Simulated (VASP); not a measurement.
# CO2 (I-42d) in VASP: single point with PBEsol

Aim: the single point of CO2 with PBEsol.

All numbers are computed with VASP 6.6.1; they aren't measurements. Logs are shortened: lines on timing, memory, paths and dates and some standing lists are left out, and cuts for length are marked.

## Step 1: The cell of the first run

The structure is tetragonal, space group I-42d (No. 122). The conventional cell has a = 3.917 Å, b = 3.917 Å, c = 5.937 Å, α = 90.00°, β = 90.00°, γ = 90.00°. Within 1.9 Å of C (site symmetry -4) lie 4 O at 1.39 Å. O (site symmetry 2) has 2 C at 1.39 Å within 1.9 Å.

## Step 2: Single point, PBEsol

Contents of INCAR:

```
SYSTEM = CO2
  ALGO = Normal
  EDIFF = 1E-6
  ENCUT = 520
  GGA = PS
  ISIF = 2
  ISMEAR = 0
  LASPH = .TRUE.
  LCHARG = .FALSE.
  LREAL = .FALSE.
  LWAVE = .FALSE.
  NBANDS = 25
  NELM = 80
  PREC = Accurate
  SIGMA = 0.01
```

Contents of KPOINTS:

```
k-points
0
G
  8 8 8
  0 0 0
```

Contents of POSCAR:

```
CO2
1.0
    4.0598330287     -0.0139383229     -0.0000003344
    0.2952017964      4.0491103216     -0.0000003344
   -2.1775171837     -2.0175857873      2.7695134957
C O
2 4
Direct
    0.7500000000      0.2500000000      0.5000000000
    0.0000000000      0.0000000000      0.0000000000
    0.7075610382      0.1250000000      0.0825610382
    0.0424389618      0.6250000000      0.9174389618
    0.3750000000      0.2924389618      0.4174389618
    0.8750000000      0.9575610382      0.5825610382
```

Potentials or basis: VASP PAW PBE potentials, release 64 (C, O).

Run with:

```
$ cat potpaw_PBE.64/C/POTCAR potpaw_PBE.64/O/POTCAR > POTCAR
$ mpirun -np 1 vasp_std > vasp.out
```

OUTCAR:

```text
SYSTEM = CO2
   EDIFF = 1E-6
   ENCUT = 520
   GGA = PS
   ISIF = 2
   ISMEAR = 0
   LASPH = .TRUE.
   LREAL = .FALSE.
   NELM = 80
   PREC = Accurate

 ion  position               nearest neighbor table
   1  0.750  0.250  0.500-   6 1.39   4 1.39   3 1.39   5 1.39
   2  0.000  0.000  0.000-   4 1.39   6 1.39   5 1.39   3 1.39
   3  0.708  0.125  0.083-   1 1.39   2 1.39
   4  0.042  0.625  0.917-   2 1.39   1 1.39
   5  0.375  0.292  0.417-   2 1.39   1 1.39
   6  0.875  0.958  0.583-   1 1.39   2 1.39

  LATTYP: Found a body centered tetragonal cell.
 ALAT       =     3.9166830739
 C/A-ratio  =     1.5158443457

  Lattice vectors:

 A1 = (   4.0598330287,  -0.0139383229,  -0.0000003344)
 A2 = (   0.2952017964,   4.0491103216,  -0.0000003344)
 A3 = (  -2.1775171837,  -2.0175857873,   2.7695134957)

Analysis of symmetry for initial positions (statically):
=====================================================================
 Subroutine PRICEL returns:
 Original cell was already a primitive cell.

 Routine SETGRP: Setting up the symmetry group for a
 body centered tetragonal supercell.

 Subroutine GETGRP returns: Found  8 space group operations
 (whereof  4 operations were pure point group operations)
 out of a pool of 16 trial point group operations.

The static configuration has the point symmetry S_4 .
 The point group associated with its full space group is D_2d.

Analysis of symmetry for dynamics (positions and initial velocities):
=====================================================================
 Subroutine PRICEL returns:
 Original cell was already a primitive cell.

 Routine SETGRP: Setting up the symmetry group for a
 body centered tetragonal supercell.

 Subroutine GETGRP returns: Found  8 space group operations
 (whereof  4 operations were pure point group operations)
 out of a pool of 16 trial point group operations.

The dynamic configuration has the point symmetry S_4 .
 The point group associated with its full space group is D_2d.

 Subroutine INISYM returns: Found  8 space group operations
 (whereof  4 operations are pure point group operations),
 and found     1 'primitive' translations

----------------------------------------------------------------------------------------

                                     Primitive cell

  volume of cell :      45.5386

  direct lattice vectors                    reciprocal lattice vectors
     4.059833029 -0.013938323 -0.000000334     0.246253926 -0.017953213  0.180537126
     0.295201796  4.049110322 -0.000000334     0.000847699  0.246906046  0.180537126
    -2.177517184 -2.017585787  2.769513496     0.000000030  0.000000028  0.361074291

  length of vectors
     4.059856955  4.059856955  4.059856955     0.305870835  0.305870835  0.361074291

  position of ions in fractional coordinates (direct lattice)
     0.750000000  0.250000000  0.500000000
     0.000000000  0.000000000  0.000000000
     0.707561038  0.125000000  0.082561038
     0.042438962  0.625000000  0.917438962
     0.375000000  0.292438962  0.417438962
     0.875000000  0.957561038  0.582561038

  ion indices of the primitive-cell ions
   primitive index   ion index
                 1           1
                 2           2
                 3           3
                 4           4
                 5           5
                 6           6

----------------------------------------------------------------------------------------

 KPOINTS: k-points

Automatic generation of k-mesh.
 Grid dimensions read from file:
 generate k-points for:    8    8    8

 Generating k-lattice:

  Cartesian coordinates                     Fractional coordinates (reciprocal lattice)
     0.030781741 -0.002244152  0.022567141     0.125000000 -0.000000000  0.000000000
     0.000105962  0.030863256  0.022567141    -0.000000000  0.125000000 -0.000000000
     0.000000004  0.000000003  0.045134286    -0.000000000  0.000000000  0.125000000

  Length of vectors
     0.038233854  0.038233854  0.045134286

  Shift w.r.t. Gamma in fractional coordinates (k-lattice)
     0.000000000  0.000000000  0.000000000

 Subroutine IBZKPT returns following result:
 ===========================================

 Found     59 irreducible k-points:

 Following reciprocal coordinates:
            Coordinates               Weight
  0.000000  0.000000  0.000000      1.000000
  0.125000  0.000000 -0.000000      8.000000
  0.250000  0.000000 -0.000000      8.000000
  0.375000  0.000000 -0.000000      8.000000
  0.500000  0.000000 -0.000000      4.000000
  0.125000  0.125000  0.000000      8.000000
[... 16 lines left out ...]
  0.250000  0.125000  0.125000     16.000000
  0.375000  0.125000  0.125000      8.000000
 [... further k-points ...]
   k-points           NKPTS =     59   k-points in BZ     NKDIM =     59   number of bands    NBANDS=     25
   number of dos      NEDOS =    301   number of ions     NIONS =      6
   total plane-waves  NPLWV =  27000
   dimension x,y,z NGX =    30 NGY =   30 NGZ =   30
   dimension x,y,z NGXF=    60 NGYF=   60 NGZF=   60
   ions per type =               2   4
   NGX,Y,Z   is equivalent  to a cutoff of  12.28, 12.28, 12.28 a.u.
   NGXF,Y,Z  is equivalent  to a cutoff of  24.57, 24.57, 24.57 a.u.
 SYSTEM =  CO2
   PREC   = accura    normal or accurate (medium, high low for compatibility)
   ISTART =      0    job   : 0-new  1-cont  2-samecut
   ICHARG =      2    charge: 1-file 2-atom 10-const
   ISPIN  =      1    spin polarized calculation?
   LNONCOLLINEAR =      F non collinear calculations
   LSORBIT =      F    spin-orbit coupling
   LASPH  =      T    aspherical Exc in radial PAW
   ENCUT  =  520.0 eV  38.22 Ry    6.18 a.u.   7.55  7.55  7.55*2*pi/ulx,y,z
   NELM   =     80;   NELMIN=  2; NELMDL= -5     # of ELM steps
   EDIFF  = 0.1E-05   stopping-criterion for ELM
   LREAL  =      F    real-space projection
   EDIFFG = 0.1E-04   stopping-criterion for IOM
   NSW    =      0    number of steps for IOM
   IBRION =     -1    ionic relax: 0-MD 1-quasi-New 2-CG
   NFREE  =      0    steps in history (QN), initial steepest desc. (CG)
   ISIF   =      2    stress and relaxation
   ISYM   =      2    0-nonsym 1-usesym 2-fastsym
   POTIM  = 0.5000    time-step for ionic-motion
   TEBEG  =    0.0;   TEEND  =   0.0 temperature during run
   PSTRESS=    0.0 pullay stress
   NELECT =      32.0000    total number of electrons
   NUPDOWN=      -1.0000    fix difference up-down
   EMIN   =  10.00;   EMAX   =-10.00  energy-range for DOS
   EFERMI =   0.00;   METHOD = LEGACY
   ISMEAR =     0;   SIGMA  =   0.01  broadening in eV -4-tet -1-fermi 0-gaus
   EFERMI_NEDOS =   21; number of points for ismear=-14 and -15
   IALGO  =     38    algorithm
   IMIX   =      4    mixing-type and parameters
     AMIX     =   0.40;   BMIX     =  1.00
     AMIX_MAG =   1.60;   BMIX_MAG =  1.00
  volume/ion in A,a.u.               =       7.59        51.22
  Fermi-wavevector in a.u.,A,eV,Ry     =   1.455453  2.750407 28.821813  2.118343
  Thomas-Fermi vector in A             =   2.572486
   LORBIT       =      0    0 simple, 1 ext, 2 COOP (PROOUT), +10 PAW based schemes
   GGA     = PS    functional components
   LHFCALC =     F    Hartree Fock is set to
   AEXX    =    0.0000 exact exchange contribution
   IVDW    =     0    specifies the selected vdW correction
   LEPSILON=     F    determine dielectric tensor
   LRPA    =     F    only Hartree local field effects (RPA)
 non-spin polarized calculation
 Gauss-broadening in eV      SIGMA  =   0.01
  energy-cutoff  :      520.00
  volume of cell :       45.54
 maximum number of plane-waves:      1240
   NGX = 15   NGY = 15   NGZ = 15

 number of electron      31.9999977 magnetization

 Free energy of the ion-electron system (eV)
  ---------------------------------------------------
  ext. energy  EPLUGINS =         0.00000000
  ---------------------------------------------------
  free energy    TOTEN  =       -46.10726552 eV

  energy without entropy =      -46.10726552  energy(sigma->0) =      -46.10726552

 E-fermi :   2.5391     XC(G=0): -11.5203

 val. band max:        2.4217448400   @ k =   0.5000   0.0000  -0.0000
 cond. band min:       9.9976178080   @ k =   0.0000   0.0000   0.0000
 fundamental gap:      7.5758729679
 Fermi energy:         2.5391267186

 k-point     1 :       0.0000    0.0000    0.0000
  band No.  band energies     occupation
      1     -21.8216      2.00000
      2     -16.5767      2.00000
      3     -16.5767      2.00000
      4     -15.8695      2.00000
      5     -12.2693      2.00000
      6      -7.4495      2.00000
[... 17 lines left out ...]
     24      17.6091      0.00000
     25      17.6091      0.00000

 k-point     2 :       0.1250    0.0000   -0.0000
  band No.  band energies     occupation
      1     -21.7173      2.00000
      2     -16.8209      2.00000
      3     -16.6054      2.00000
      4     -16.0142      2.00000
      5     -11.9360      2.00000
      6      -7.4305      2.00000
[... 17 lines left out ...]
     24      17.5421      0.00000
     25      17.7460      0.00000

 k-point     3 :       0.2500    0.0000   -0.0000
  band No.  band energies     occupation
      1     -21.4237      2.00000
      2     -17.5143      2.00000
      3     -16.6636      2.00000
      4     -16.1765      2.00000
      5     -11.2693      2.00000
      6      -7.4055      2.00000
[... 552 lines left out ...]
 k-point    23 :       0.2500    0.1250    0.1250
  band No.  band energies     occupation
      1     -20.7566      2.00000
      2     -18.6164      2.00000
      3     -16.7798      2.00000
      4     -16.3769      2.00000
      5     -10.3064      2.00000
      6      -8.0225      2.00000
[... 17 lines left out ...]
     24      17.0301      0.00000
     25      17.5713      0.00000

 k-point    24 :       0.3750    0.1250    0.1250
  band No.  band energies     occupation
      1     -20.5108      2.00000
      2     -18.9496      2.00000
      3     -16.7956      2.00000
      4     -16.4293      2.00000
      5     -10.0829      2.00000
      6      -8.0201      2.00000
[... 17 lines left out ...]
     24      16.8286      0.00000
     25      17.6643      0.00000

 [... further k-points ...]

------------------------ aborting loop because EDIFF is reached ----------------------------------------

  FORCE on cell =-STRESS in cart. coord.  units (eV):
  Direction    XX          YY          ZZ          XY          YZ          ZX
  --------------------------------------------------------------------------------------
  -------------------------------------------------------------------------------------
  Total        0.4859271      0.4931089      0.5366825     -0.0470276      0.0000000      0.0000000
  in kB       17.0962853     17.3489628     18.8820054     -1.6545648      0.0000003      0.0000003
  external PRESSURE =      17.7757512 kB  Pullay stress =       0.0000000 kB

 VOLUME and BASIS-vectors are now :
 -----------------------------------------------------------------------------
  energy-cutoff  :      520.00
  volume of cell :       45.54
      direct lattice vectors                 reciprocal lattice vectors
     4.059833029 -0.013938323 -0.000000334     0.246253926 -0.017953213  0.180537126
     0.295201796  4.049110322 -0.000000334     0.000847699  0.246906046  0.180537126
    -2.177517184 -2.017585787  2.769513496     0.000000030  0.000000028  0.361074291

 POSITION                                       TOTAL-FORCE (eV/Angst)
 -----------------------------------------------------------------------------------
      2.02992     -0.00697      1.38476         0.000000     -0.000000      0.000000
      0.00000      0.00000      0.00000         0.000000     -0.000000      0.000000
      2.72970      0.32970      0.22865        -0.044701      0.048245     -0.065771
     -1.64094      0.67909      2.54086         0.044701     -0.048245      0.065771
      0.69979      0.33667      1.15610        -0.044701      0.048245      0.065771
      2.56649      2.68971      1.61341         0.044701     -0.048245     -0.065771
 -----------------------------------------------------------------------------------
    total drift:                                0.000002      0.000002      0.000004

  FREE ENERGIE OF THE ION-ELECTRON SYSTEM (eV)
  ---------------------------------------------------
  free  energy   TOTEN  =       -46.1072655213 eV

  energy  without entropy=      -46.1072655213  energy(sigma->0) =      -46.10726552
```

Wall time 59 s (1 thread of AMD EPYC 7R43 (Zen 3), shared host); peak memory 0.15 GiB.

Results:

```yaml
Free_energy: -46.1073 eV
Pressure: 1.8 GPa
Largest_force: 0.093 eV/Å
Band_gap_on_the_k_mesh: 7.58 eV, indirect (least direct gap 8.02 eV)
```

Forces in eV/Å, atoms in the order of the input:
```
C    0.000  0.000  0.000
C    0.000  0.000  0.000
O   -0.045  0.048 -0.066
O    0.045 -0.048  0.066
O   -0.045  0.048  0.066
O    0.045 -0.048 -0.066
```

Stress tensor (GPa, compression positive):
```
 1.71 -0.17  0.00
-0.17  1.73  0.00
 0.00  0.00  1.89
```

Caveat: the PAW data sets were made with another functional, which shifts forces and pressure a little. A k mesh can miss the band edges.
